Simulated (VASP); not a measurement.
# SiC (P6_3mc) in VASP: notebook

SiC is run at these levels: PBEsol+D4, revPBE+D3(BJ); tasks: single point.

All numbers are computed with VASP 6.6.1; they aren't measurements. Logs are shortened: lines on timing, memory, paths and dates and some standing lists are left out, and cuts for length are marked.

**1. The cell of the first run**

Symmetry: P6_3mc, No. 186, hexagonal system. Conventional cell: a = 3.136 Å, b = 3.136 Å, c = 5.147 Å, α = 90.00°, β = 90.00°, γ = 120.00°. Within 2.5 Å of Si (site symmetry 3m) lie 4 C at 1.91 to 1.98 Å. Within 2.5 Å of C (site symmetry 3m) lie 4 Si at 1.91 to 1.98 Å.

**2. Single point, PBEsol+D4**

INCAR reads:

```
SYSTEM = SiC
ALGO = Normal
EDIFF = 1E-7
ENCUT = 520
GGA = PS
ISIF = 2
ISMEAR = -1
IVDW = 13
LASPH = .TRUE.
LCHARG = .FALSE.
LREAL = .FALSE.
LWAVE = .FALSE.
NBANDS = 16
NELM = 100
PREC = Accurate
SIGMA = 0.05
```

KPOINTS reads:

```
k-points
0
G
  10 10 5
  0 0 0
```

POSCAR reads:

```
SiC
1.0
    3.1363290418      0.0000000000      0.0000000000
   -1.5681645209      2.7161406248      0.0000000000
    0.0000000000      0.0000000000      5.1470055276
Si C
2 2
Direct
    0.6666666667      0.3333333333      0.5000000000
    0.3333333333      0.6666666667      0.0000000000
    0.6666666667      0.3333333333      0.8850000000
    0.3333333333      0.6666666667      0.3850000000
```

Potentials or basis: VASP PAW PBE potentials, release 64 (Si, C).

Command:

```console
$ cat potpaw_PBE.64/Si/POTCAR potpaw_PBE.64/C/POTCAR > POTCAR
$ mpirun -np 1 vasp_std > vasp.out
```

OUTCAR:

```text
SYSTEM = SiC
   EDIFF = 1E-7
   ENCUT = 520
   GGA = PS
   ISIF = 2
   ISMEAR = -1
   IVDW = 13
   LASPH = .TRUE.
   LREAL = .FALSE.
   NELM = 100
   PREC = Accurate

 ion  position               nearest neighbor table
   1  0.667  0.333  0.500-   4 1.91   4 1.91   4 1.91   3 1.98   2 3.15   2 3.15   2 3.15   2 3.15
                             2 3.15   2 3.15
   2  0.333  0.667  0.000-   3 1.91   3 1.91   3 1.91   4 1.98   1 3.15   1 3.15   1 3.15   1 3.15
                             1 3.15   1 3.15
   3  0.667  0.333  0.885-   2 1.91   2 1.91   2 1.91   1 1.98
   4  0.333  0.667  0.385-   1 1.91   1 1.91   1 1.91   2 1.98

  LATTYP: Found a hexagonal cell.
 ALAT       =     3.1363290418
 C/A-ratio  =     1.6410923277

  Lattice vectors:

 A1 = (   3.1363290418,   0.0000000000,   0.0000000000)
 A2 = (  -1.5681645209,   2.7161406248,   0.0000000000)
 A3 = (   0.0000000000,   0.0000000000,   5.1470055276)

Analysis of symmetry for initial positions (statically):
=====================================================================
 Subroutine PRICEL returns:
 Original cell was already a primitive cell.

 Routine SETGRP: Setting up the symmetry group for a
 hexagonal supercell.

 Subroutine GETGRP returns: Found 12 space group operations
 (whereof  6 operations were pure point group operations)
 out of a pool of 24 trial point group operations.

The static configuration has the point symmetry C_3v.
 The point group associated with its full space group is C_6v.

Analysis of symmetry for dynamics (positions and initial velocities):
=====================================================================
 Subroutine PRICEL returns:
 Original cell was already a primitive cell.

 Routine SETGRP: Setting up the symmetry group for a
 hexagonal supercell.

 Subroutine GETGRP returns: Found 12 space group operations
 (whereof  6 operations were pure point group operations)
 out of a pool of 24 trial point group operations.

The dynamic configuration has the point symmetry C_3v.
 The point group associated with its full space group is C_6v.

 Subroutine INISYM returns: Found 12 space group operations
 (whereof  6 operations are pure point group operations),
 and found     1 'primitive' translations

----------------------------------------------------------------------------------------

                                     Primitive cell

  volume of cell :      43.8459

  direct lattice vectors                    reciprocal lattice vectors
     3.136329042  0.000000000  0.000000000     0.318844097  0.184084725  0.000000000
    -1.568164521  2.716140625  0.000000000     0.000000000  0.368169450  0.000000000
     0.000000000  0.000000000  5.147005528     0.000000000  0.000000000  0.194287726

  length of vectors
     3.136329042  3.136329042  5.147005528     0.368169450  0.368169450  0.194287726

  position of ions in fractional coordinates (direct lattice)
     0.666666667  0.333333333  0.500000000
     0.333333333  0.666666667  0.000000000
     0.666666667  0.333333333  0.885000000
     0.333333333  0.666666667  0.385000000

  ion indices of the primitive-cell ions
   primitive index   ion index
                 1           1
                 2           2
                 3           3
                 4           4

----------------------------------------------------------------------------------------

 KPOINTS: k-points

Automatic generation of k-mesh.
 Grid dimensions read from file:
 generate k-points for:   10   10    5

 Generating k-lattice:

  Cartesian coordinates                     Fractional coordinates (reciprocal lattice)
     0.031884410  0.018408473  0.000000000     0.100000000  0.000000000  0.000000000
     0.000000000  0.036816945  0.000000000     0.000000000  0.100000000  0.000000000
     0.000000000  0.000000000  0.038857545     0.000000000  0.000000000  0.200000000

  Length of vectors
     0.036816945  0.036816945  0.038857545

  Shift w.r.t. Gamma in fractional coordinates (k-lattice)
     0.000000000  0.000000000  0.000000000

 Subroutine IBZKPT returns following result:
 ===========================================

 Found     42 irreducible k-points:

 Following reciprocal coordinates:
            Coordinates               Weight
  0.000000  0.000000  0.000000      1.000000
  0.100000  0.000000  0.000000      6.000000
  0.200000  0.000000  0.000000      6.000000
  0.300000  0.000000  0.000000      6.000000
  0.400000  0.000000  0.000000      6.000000
  0.500000  0.000000  0.000000      3.000000
[... 16 lines left out ...]
  0.300000  0.100000  0.200000     24.000000
  0.400000  0.100000  0.200000     24.000000
 [... further k-points ...]
   k-points           NKPTS =     42   k-points in BZ     NKDIM =     42   number of bands    NBANDS=     16
   number of dos      NEDOS =    301   number of ions     NIONS =      4
   total plane-waves  NPLWV =  23040
   dimension x,y,z NGX =    24 NGY =   24 NGZ =   40
   dimension x,y,z NGXF=    48 NGYF=   48 NGZF=   80
   ions per type =               2   2
   NGX,Y,Z   is equivalent  to a cutoff of  12.72, 12.72, 12.92 a.u.
   NGXF,Y,Z  is equivalent  to a cutoff of  25.44, 25.44, 25.84 a.u.
 SYSTEM =  SiC
   PREC   = accura    normal or accurate (medium, high low for compatibility)
   ISTART =      0    job   : 0-new  1-cont  2-samecut
   ICHARG =      2    charge: 1-file 2-atom 10-const
   ISPIN  =      1    spin polarized calculation?
   LNONCOLLINEAR =      F non collinear calculations
   LSORBIT =      F    spin-orbit coupling
   LASPH  =      T    aspherical Exc in radial PAW
   ENCUT  =  520.0 eV  38.22 Ry    6.18 a.u.   5.83  5.83  9.57*2*pi/ulx,y,z
   NELM   =    100;   NELMIN=  2; NELMDL= -5     # of ELM steps
   EDIFF  = 0.1E-06   stopping-criterion for ELM
   LREAL  =      F    real-space projection
   EDIFFG = 0.1E-05   stopping-criterion for IOM
   NSW    =      0    number of steps for IOM
   IBRION =     -1    ionic relax: 0-MD 1-quasi-New 2-CG
   NFREE  =      0    steps in history (QN), initial steepest desc. (CG)
   ISIF   =      2    stress and relaxation
   ISYM   =      2    0-nonsym 1-usesym 2-fastsym
   POTIM  = 0.5000    time-step for ionic-motion
   TEBEG  =    0.0;   TEEND  =   0.0 temperature during run
   PSTRESS=    0.0 pullay stress
   NELECT =      16.0000    total number of electrons
   NUPDOWN=      -1.0000    fix difference up-down
   EMIN   =  10.00;   EMAX   =-10.00  energy-range for DOS
   EFERMI =   0.00;   METHOD = LEGACY
   ISMEAR =    -1;   SIGMA  =   0.05  broadening in eV -4-tet -1-fermi 0-gaus
   EFERMI_NEDOS =   21; number of points for ismear=-14 and -15
   IALGO  =     38    algorithm
   IMIX   =      4    mixing-type and parameters
     AMIX     =   0.40;   BMIX     =  1.00
     AMIX_MAG =   1.60;   BMIX_MAG =  1.00
  volume/ion in A,a.u.               =      10.96        73.97
  Fermi-wavevector in a.u.,A,eV,Ry     =   1.169873  2.210739 18.620967  1.368602
  Thomas-Fermi vector in A             =   2.306339
   LORBIT       =      0    0 simple, 1 ext, 2 COOP (PROOUT), +10 PAW based schemes
   GGA     = PS    functional components
   LHFCALC =     F    Hartree Fock is set to
   AEXX    =    0.0000 exact exchange contribution
   IVDW    =    13    specifies the selected vdW correction
   LEPSILON=     F    determine dielectric tensor
   LRPA    =     F    only Hartree local field effects (RPA)
 non-spin polarized calculation
  energy-cutoff  :      520.00
  volume of cell :       43.85
 maximum number of plane-waves:      1193
 NGX is ok and might be reduce to    24
   NGX = 11   NGY = 11   NGZ = 19

 number of electron      16.0000000 magnetization

 Free energy of the ion-electron system (eV)
  ---------------------------------------------------
  ext. energy  EPLUGINS =         0.00000000
  ---------------------------------------------------
  free energy    TOTEN  =       -31.70144655 eV

  energy without entropy =      -31.70144655  energy(sigma->0) =      -31.70144655

 E-fermi :   8.6263     XC(G=0): -11.2486

 val. band max:        7.7088495892   @ k =   0.0000   0.0000   0.0000
 cond. band min:      10.0743874436   @ k =   0.5000   0.0000   0.0000
 fundamental gap:      2.3655378544
 Fermi energy:         8.6262701801

 k-point     1 :       0.0000    0.0000    0.0000
  band No.  band energies     occupation
      1      -7.5763      2.00000
      2      -4.2542      2.00000
      3      -0.7094      2.00000
      4       6.1801      2.00000
      5       6.1801      2.00000
      6       7.4340      2.00000
[... 8 lines left out ...]
     15      15.9572      0.00000
     16      18.4634      0.00000

 k-point     2 :       0.1000    0.0000    0.0000
  band No.  band energies     occupation
      1      -7.4098      2.00000
      2      -4.1107      2.00000
      3      -0.5573      2.00000
      4       5.2533      2.00000
      5       5.9023      2.00000
      6       6.7880      2.00000
[... 8 lines left out ...]
     15      16.3880      0.00000
     16      17.4536      0.00000

 k-point     3 :       0.2000    0.0000    0.0000
  band No.  band energies     occupation
      1      -6.9169      2.00000
      2      -3.6985      2.00000
      3      -0.1254      2.00000
      4       3.4284      2.00000
      5       5.3240      2.00000
      6       5.3315      2.00000
[... 8 lines left out ...]
     15      16.6443      0.00000
     16      17.3045      0.00000

 k-point     4 :       0.3000    0.0000    0.0000
  band No.  band energies     occupation
      1      -6.1237      2.00000
      2      -3.1068      2.00000
      3       0.3676      2.00000
      4       1.7864      2.00000
      5       3.6679      2.00000
      6       4.7692      2.00000
[... 8 lines left out ...]
     15      17.5080      0.00000
     16      18.6195      0.00000
[... 324 lines left out ...]
 k-point    22 :       0.2000    0.1000    0.2000
  band No.  band energies     occupation
      1      -6.2546      2.00000
      2      -3.8975      2.00000
      3       0.9322      2.00000
      4       2.8374      2.00000
      5       3.8000      2.00000
      6       4.7387      2.00000
[... 8 lines left out ...]
     15      17.3494      0.00000
     16      17.9152      0.00000

 k-point    23 :       0.3000    0.1000    0.2000
  band No.  band energies     occupation
      1      -5.3483      2.00000
      2      -3.2114      2.00000
      3       0.3174      2.00000
      4       2.2325      2.00000
      5       2.6495      2.00000
      6       4.0539      2.00000
[... 8 lines left out ...]
     15      18.0297      0.00000
     16      18.6135      0.00000

 k-point    24 :       0.4000    0.1000    0.2000
  band No.  band energies     occupation
      1      -4.3700      2.00000
      2      -2.9123      2.00000
      3      -0.4112      2.00000
      4       1.0182      2.00000
      5       3.0862      2.00000
      6       3.8820      2.00000
[... 8 lines left out ...]
     15      18.4480      0.00000
     16      19.7278      0.00000

 [... further k-points ...]

------------------------ aborting loop because EDIFF is reached ----------------------------------------

  DFT-D4 for vdW energy calculation

  Edisp (eV):   -0.71047

  FORCE on cell =-STRESS in cart. coord.  units (eV):
  Direction    XX          YY          ZZ          XY          YZ          ZX
  --------------------------------------------------------------------------------------
  -------------------------------------------------------------------------------------
  Total      -3.35042    -3.35042    -4.06822     0.00000     0.00000     0.00000
  in kB    -122.42806  -122.42806  -148.65728     0.00000     0.00000     0.00000
  external pressure =     -131.17 kB  Pullay stress =        0.00 kB

 VOLUME and BASIS-vectors are now :
 -----------------------------------------------------------------------------
  energy-cutoff  :      520.00
  volume of cell :       43.85
      direct lattice vectors                 reciprocal lattice vectors
     3.136329042  0.000000000  0.000000000     0.318844097  0.184084725  0.000000000
    -1.568164521  2.716140625  0.000000000     0.000000000  0.368169450  0.000000000
     0.000000000  0.000000000  5.147005528     0.000000000  0.000000000  0.194287726

 POSITION                                       TOTAL-FORCE (eV/Angst)
 -----------------------------------------------------------------------------------
      1.56816      0.90538      2.57350         0.000000     -0.000000      0.651078
     -0.00000      1.81076      0.00000        -0.000000      0.000000      0.651078
      1.56816      0.90538      4.55510         0.000000     -0.000000     -0.651078
     -0.00000      1.81076      1.98160        -0.000000      0.000000     -0.651078
 -----------------------------------------------------------------------------------
    total drift:                               -0.000000      0.000000     -0.000313

  FREE ENERGIE OF THE ION-ELECTRON SYSTEM (eV)
  ---------------------------------------------------
  free  energy   TOTEN  =       -32.4119119855 eV

  energy  without entropy=      -32.4119119854  energy(sigma->0) =      -32.41191199
```

It took 16 s on 1 thread of Intel Xeon Platinum 8488C (Sapphire Rapids), shared host; peak memory 0.16 GiB.

What came out:

* Free energy: -32.4119 eV
* Pressure: -13.1 GPa
* Largest force: 0.651 eV/Å
* Band gap on the k mesh: 2.37 eV (least direct gap 3.84 eV)
* Dispersion energy per atom: -0.178 eV

Forces in eV/Å, atoms in the order of the input:
```
Si   0.000  0.000  0.651
Si   0.000  0.000  0.651
C    0.000  0.000 -0.651
C    0.000  0.000 -0.651
```

Caveat: the cell stands under tension; the PAW data sets were made with another functional, which shifts forces and pressure a little.

**3. Single point, revPBE+D3(BJ)**

This run uses another cell than the first one, of 10.75 Å³/atom.

INCAR reads:

```
SYSTEM = SiC
PREC = Accurate
ENCUT = 520
EDIFF = 1E-6
ISMEAR = -1
SIGMA = 0.05
LREAL = .FALSE.
LASPH = .TRUE.
NELM = 60
ALGO = Normal
ISIF = 2
LWAVE = .FALSE.
LCHARG = .FALSE.
GGA = RE
IVDW = 12
NBANDS = 16
```

KPOINTS reads:

```
regular mesh
0
G
  10 10 5
  0 0 0
```

POSCAR reads:

```
SiC
1.0
    3.1164783262      0.0000000000      0.0000000000
   -1.5582391631      2.6989494007      0.0000000000
    0.0000000000      0.0000000000      5.1144286705
Si C
2 2
Direct
    0.6666666667      0.3333333333      0.5000000000
    0.3333333333      0.6666666667      0.0000000000
    0.6666666667      0.3333333333      0.8850000000
    0.3333333333      0.6666666667      0.3850000000
```

Potentials or basis: VASP PAW PBE potentials, release 64 (Si, C).

Command:

```console
$ cat potpaw_PBE.64/Si/POTCAR potpaw_PBE.64/C/POTCAR > POTCAR
$ mpirun -np 1 vasp_std > vasp.out
```

Run time: 17 s. Hardware: 1 thread of Intel Xeon Platinum 8488C (Sapphire Rapids), shared host; peak memory 0.17 GiB.

Results (log left out):

| Property | Result |
| --- | --- |
| Free energy | -31.1518 eV |
| Pressure | -11.3 GPa |
| Largest force | 0.702 eV/Å |
| Band gap on the k mesh | 2.55 eV (least direct gap 4.02 eV) |
| Dispersion energy per atom | -0.575 eV |

Forces in eV/Å, atoms in the order of the input:
```
Si   0.000  0.000  0.702
Si   0.000  0.000  0.702
C    0.000  0.000 -0.702
C    0.000  0.000 -0.702
```

Stress tensor (GPa, compression positive):
```
-10.20   0.00   0.00
  0.00 -10.20   0.00
  0.00   0.00 -13.54
```

Levels at points of the mesh, in eV from the valence-band top:
| k point | band 4 | band 5 | band 6 | band 7 | band 8 | band 9 | band 10 | band 11 | band 12 | band 13 |
| --- | --- | --- | --- | --- | --- | --- | --- | --- | --- | --- |
| (0.00, 0.00, 0.00) | -1.54 | -1.54 | -0.28 | -0.28 | 0.00 | 4.31 | 5.63 | 6.31 | 6.31 | 7.25 |
| (0.50, 0.00, 0.00) | -6.46 | -5.28 | -3.46 | -3.14 | -1.47 | 2.55 | 4.16 | 6.48 | 7.07 | 9.39 |

Caveat: the cell stands under tension; the PAW data sets were made with another functional, which shifts forces and pressure a little. revPBE gaps usually lie below the measured ones, often by a third to a half.

(Part 1 of 2 ends here.)
